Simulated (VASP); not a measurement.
Pt: single point with PBE

Crystal: Pt.

```
CELL_PARAMETERS angstrom
0.00000 -1.95790 -1.95790
0.00000 1.95790 -1.95790
3.91580 0.00000 0.00000
ATOMIC_POSITIONS crystal
Pt 0.46169 0.46169 0.50000
Pt 0.03831 0.03831 0.00000
```

This cell differs from its parent crystal: atoms displaced along a vibrational mode.

```json
{
  "Program": "VASP 6.6.1",
  "Task": "single point",
  "Functional": "PBE",
  "Potentials or basis": "VASP PAW PBE potentials, release 64 (Pt)",
  "Cutoff": "520 eV",
  "k mesh": "18 × 18 × 12",
  "Occupations": "gaussian, width 0.15 eV",
  "Spin": "no spin polarisation"
}
```

```yaml
Pressure: 17.5 GPa
Largest_force: 1.908 eV/Å
Band_gap_on_the_k_mesh: zero (bands 10 and 11 overlap by 1.31 eV)
```

Forces in eV/Å, atoms in the order of the input:
```
Pt   0.000  0.000 -1.908
Pt   0.000  0.000  1.908
```

Stress tensor (GPa, compression positive):
```
23.56  0.00  0.00
 0.00 10.60  0.00
 0.00  0.00 18.20
```

Levels at points of the mesh, in eV from the Fermi level:
| k point | band 7 | band 8 | band 9 | band 10 | band 11 | band 12 | band 13 | band 14 |
| --- | --- | --- | --- | --- | --- | --- | --- | --- |
| (0.00, 0.00, 0.00) | -2.00 | -1.40 | -0.17 | -0.03 | 0.53 | 1.79 | 8.89 | 11.88 |
| (0.50, 0.00, 0.00) | -2.45 | -2.28 | -2.13 | -0.87 | 1.36 | 2.38 | 9.82 | 11.80 |
| (0.50, 0.50, 0.00) | 0.06 | 0.36 | 0.48 | 0.61 | 1.77 | 2.73 | 8.29 | 8.98 |
| (0.00, 0.00, 0.50) | -1.94 | -1.94 | -1.82 | -1.82 | -0.58 | -0.58 | 15.54 | 15.54 |
| (0.50, 0.00, 0.50) | -0.77 | -0.77 | -0.26 | -0.26 | 0.40 | 0.40 | 5.78 | 5.78 |
| (0.50, 0.50, 0.50) | -1.67 | -1.67 | 0.49 | 0.49 | 6.48 | 6.48 | 8.33 | 8.33 |

It took 6.8 min on 1 thread of Intel(R) Xeon(R) Platinum 8259CL CPU @ 2.50GHz (Skylake/Cascade Lake) (shared host), peak memory 0.37 GiB.

Caveat: the cell differs from its parent crystal (atoms displaced along a vibrational mode); the cell stands under pressure; spin-orbit coupling is left out, which moves the levels of the heavy elements; forces of over 1 eV/Å act on the atoms, so gaps and moduli don't describe the material at rest.
